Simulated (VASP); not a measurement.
Runs of VASP 6.6.1 on Pt. The structure is that of space group Im-3m (No. 229), or close to it. The cells are those of the table. 

```tsv
task	cell	cutoff (eV)	gap on the mesh (eV)	pressure (GPa)
single point	a = 2.627 Å, angles 109.5°, 1 atom	520	none	(a)
single point	a = 2.661 Å, angles 109.5°, 1 atom	520	none	14.7
relaxation of cell and atoms	relaxed to 15 GPa from a = 2.744 Å, angles 109.5°, 1 atom	600	none	15.0
single point	a = 2.704 Å, angles 109.5°, 1 atom	520	none	-0.4
relaxation of cell and atoms	relaxed to 30 GPa from a = 2.744 Å, angles 109.5°, 1 atom	600	none	30.2
relaxation of cell and atoms	relaxed to 45 GPa from a = 2.744 Å, angles 109.5°, 1 atom	600	none	44.7
single point	a = 2.599 Å, angles 109.5°, 1 atom	520	none	44.8
relaxation of cell and atoms	relaxed from a = 2.744 Å, angles 109.5°, 1 atom	600	none	-0.1
```

Alike in all rows: level PBEsol; potentials or basis VASP PAW PBE potentials, release 64 (Pt); no spin polarisation; k mesh 19 × 19 × 19; smearing fermi-dirac 0.1 eV.

Question: Fill in the values left out.

Answer: (a) 29.7.

Caveats: the PAW data sets were made with another functional, which shifts forces and pressure a little; spin-orbit coupling is left out, which moves the levels of the heavy elements; the cell is relaxed towards a set pressure, so the enthalpy falls and the energy may rise (some runs).

A k mesh can miss the band edges, and the runs leave out spin-orbit coupling on Pt.

A gap of «none» marks levels without a gap at the run's occupations.
